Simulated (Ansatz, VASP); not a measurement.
One calculation of TiCo, two programs

```
CELL_PARAMETERS angstrom
2.98611 0.00000 0.00000
0.00000 2.98611 0.00000
0.00000 0.00000 2.98611
ATOMIC_POSITIONS crystal
Ti 0.00000 0.00000 0.00000
Co 0.50000 0.50000 0.50000
```

Alike in both runs: task single point; functional PBE; k mesh 13 × 13 × 13; occupations fermi-dirac, width 0.03 eV; non-collinear spin.

|  | VASP | Ansatz |
| --- | --- | --- |
| version | VASP 6.6.1 | Ansatz 0.2.0 |
| potentials or method | VASP PAW PBE potentials, release 64 (Ti_sv, Co), cutoff 520 eV | all-electron LAPW, scalar-relativistic |

Ansatz gave:

```
net moment per atom (μB)                                      : 0.44
size of the moment on the site where the two differ most (μB) : 0.94
```

Task: Estimate VASP's values.

Result: net moment per atom (μB): 0.44; size of the moment on the site where the two differ most (μB): 0.96.

Site moments also hang on the region over which each program counts them. Ansatz ran all-electron here, and VASP with PAW potentials.
